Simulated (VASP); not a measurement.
Wanted: the native input for a VASP 6.6.1 run.

```yaml
Task: single point
Functional: PBE
Potentials_or_basis: VASP PAW PBE potentials, release 64 (La, Lu, N)
Cutoff: 520 eV
k_mesh: 4 × 4 × 4
Occupations: gaussian, width 0.1 eV
Spin: no spin polarisation
Dipole_correction: no
Further_INCAR_settings: ALGO = Normal; EDIFF = 1e-06; NBANDS = 40
```

The structure of La2LuN3 lies in POSCAR:

```
La2LuN3
1.0
    3.5592696136      0.0000000000      0.0000000000
    0.0000000000      3.5592696136      0.0000000000
    0.0000000000      0.0000000000      9.8508261001
La Lu N
2 1 3
Direct
    0.5000000000      0.5000000000      0.2532605770
    0.5000000000      0.5000000000      0.7467394230
    0.0000000000      0.0000000000      0.0000000000
    0.0000000000      0.0000000000      0.7701518801
    0.0000000000      0.0000000000      0.2298481199
    0.5000000000      0.5000000000      0.0000000000
```

One way to write it, as run:

INCAR

```
SYSTEM = La2LuN3
  PREC = Accurate
  ENCUT = 520
  EDIFF = 1E-6
  ISMEAR = 0
  SIGMA = 0.1
  LREAL = .FALSE.
  LASPH = .TRUE.
  NELM = 80
  ALGO = Normal
  ISIF = 2
  LWAVE = .FALSE.
  LCHARG = .FALSE.
  GGA = PE
  NBANDS = 40
```

KPOINTS

```
Automatic mesh
0
G
  4 4 4
  0 0 0
```

Potentials or basis: VASP PAW PBE potentials, release 64 (La, Lu, N).

Command:

```sh
$ cat potpaw_PBE.64/La/POTCAR potpaw_PBE.64/Lu/POTCAR potpaw_PBE.64/N/POTCAR > POTCAR
$ mpirun -np 1 vasp_std > vasp.out
```

It gave:

| Quantity | Value |
| --- | --- |
| Pressure | 0.0 GPa |
| Largest force | 0.060 eV/Å |
| Band gap on the k mesh | zero (band 31 reaches 5.31 eV, above the bottom of band 32 at 5.21 eV) |

Caveat: the k points lie up to 0.44 Å⁻¹ apart; spin-orbit coupling is left out, which moves the levels of the heavy elements.

Wall time 92 s on 1 thread of AMD EPYC 9R45 96-Core Processor (Zen 5), on a shared host, peak memory 0.27 GiB.
